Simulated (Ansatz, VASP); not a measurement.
One calculation of SiMo3, two programs

File INCAR:

```
ALGO = Fast
EDIFF = 1E-6
ENCUT = 520
GGA = PS
ISIF = 2
ISMEAR = 0
LASPH = True
LCHARG = False
LREAL = False
LWAVE = False
NBANDS = 56
NELM = 80
PREC = Accurate
SIGMA = 0.15
```

File KPOINTS:

```
k-points
0
Gamma
  8 8 8
```

POSCAR

```
SiMo3
1.0
    4.8615851671      0.0000000000      0.0000000000
    0.0000000000      4.8615851671      0.0000000000
    0.0000000000      0.0000000000      4.8615851671
Si Mo
2 6
Direct
    0.0029689404      0.0029689404      0.0029689404
    0.5029689404      0.5029689404      0.5029689404
    0.2500000000      0.0000000000      0.5000000000
    0.5000000000      0.7500000000      0.0000000000
    0.7500000000      0.0000000000      0.5000000000
    0.5000000000      0.2500000000      0.0000000000
    0.0000000000      0.5000000000      0.7500000000
    0.0000000000      0.5000000000      0.2500000000
```

Input for Ansatz:

```yaml
crystal:
  lattice:
    - [4.8615851671, 0.0, 0.0]
    - [0.0, 4.8615851671, 0.0]
    - [0.0, 0.0, 4.8615851671]
  atoms:
    - { symbol: Si, position: [0.0029689404, 0.0029689404, 0.0029689404] }
    - { symbol: Si, position: [0.5029689404, 0.5029689404, 0.5029689404] }
    - { symbol: Mo, position: [0.25, 0.0, 0.5] }
    - { symbol: Mo, position: [0.5, 0.75, 0.0] }
    - { symbol: Mo, position: [0.75, 0.0, 0.5] }
    - { symbol: Mo, position: [0.5, 0.25, 0.0] }
    - { symbol: Mo, position: [0.0, 0.5, 0.75] }
    - { symbol: Mo, position: [0.0, 0.5, 0.25] }
basis:
  ecutwfc: 420
kpoints:
  mp_grid: { grid: [8, 8, 8] }
hamiltonian:
  xc: pbesol
scf:
  occupations: { method: gaussian, width: 0.15 }
output:
  forces: true
  stress: true
  eigenvalues: true
```

Change from the starting cell: all Si atoms moved +0.025 Å, as atom 1 along Cartesian [1 1 1].

Alike in both runs: task single point; functional PBEsol; k mesh 8 × 8 × 8; occupations gaussian, width 0.15 eV; no spin polarisation.

|  | VASP | Ansatz |
| --- | --- | --- |
| version | VASP 6.6.1 | Ansatz 0.2.0 |
| potentials or method | VASP PAW PBE potentials, release 64 (Si, Mo_sv), cutoff 520 eV | scalar-relativistic, plane waves, PAW |
| valence electrons in the cell | 92 | 92 |

```tsv
	VASP	Ansatz	Ansatz less VASP
gap on the k mesh at the Fermi level (eV)	none	none	-
pressure (GPa)	0.7	0.1	-0.62
rms of the force components (eV/Å)	0.080	0.079	-0.0005
```

VASP's potentials were made for PBE, not for PBEsol. Atom by atom the forces differ by 0.001 eV/Å (rms over components). A gap of «none» marks a metal or a gap that the smearing closes.
